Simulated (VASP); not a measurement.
The system is LiSe2.

```
CELL_PARAMETERS angstrom
3.93122 0.00000 0.00000
-1.96561 3.40454 0.00000
0.00000 0.00000 4.15271
ATOMIC_POSITIONS crystal
Li 0.00000 0.00000 0.50000
Se 0.33333 0.66667 0.76668
Se 0.66667 0.33333 0.23332
```

```yaml
Program: VASP 6.6.1
Task: relaxation of cell and atoms
Functional: PBE
Dispersion: D3(BJ)
Potentials_or_basis: VASP PAW PBE potentials, release 64 (Li_sv, Se)
Cutoff: 600 eV
k_mesh: 15 × 15 × 12
Occupations: gaussian, width 0.1 eV
Spin: no spin polarisation
```

At the start: pressure -0.1 GPa; volume 18.53 Å³/atom.

Q: Where does the relaxation end?

A: Over 8 steps the energy falls by 4.0 meV/atom and the volume is 18.57 Å³/atom (+0.2 %); space group P-3m1 (No. 164, to 0.05 Å).

The path:
| step | energy change (eV) | largest force (eV/Å) | pressure (GPa) | volume (Å³) |
| --- | --- | --- | --- | --- |
| 1 | 0.0000 | 0.0726 | -0.06 | 55.58 |
| 2 | -0.0033 | 0.0286 | 0.03 | 55.52 |
| 3 | -0.0081 | 0.0963 | 0.33 | 55.32 |
| 4 | -0.0103 | 0.0618 | -0.08 | 55.76 |
| 5 | -0.0109 | 0.0370 | -0.36 | 56.09 |
| 6 | -0.0120 | 0.0143 | -0.06 | 55.78 |
| 7 | -0.0120 | 0.0222 | -0.01 | 55.74 |
| 8 | -0.0121 | 0.0095 | 0.03 | 55.70 |

Final structure:
```
Li Se
1.0
     4.02516    0.00000    0.00000
    -2.01258    3.48589    0.00000
     0.00000    0.00000    3.96943
Li Se
1 2
Cartesian
  0.0000 0.0000 1.9847
  0.0000 2.3239 3.0417
  2.0126 1.1620 0.9278
```

Caveat: the cutoff is under 1.25 times the usual one of these potentials, so pressure, stress and relaxed cells hold a basis-set (Pulay) error; pairwise dispersion overbinds metals, which lowers pressure and volume.
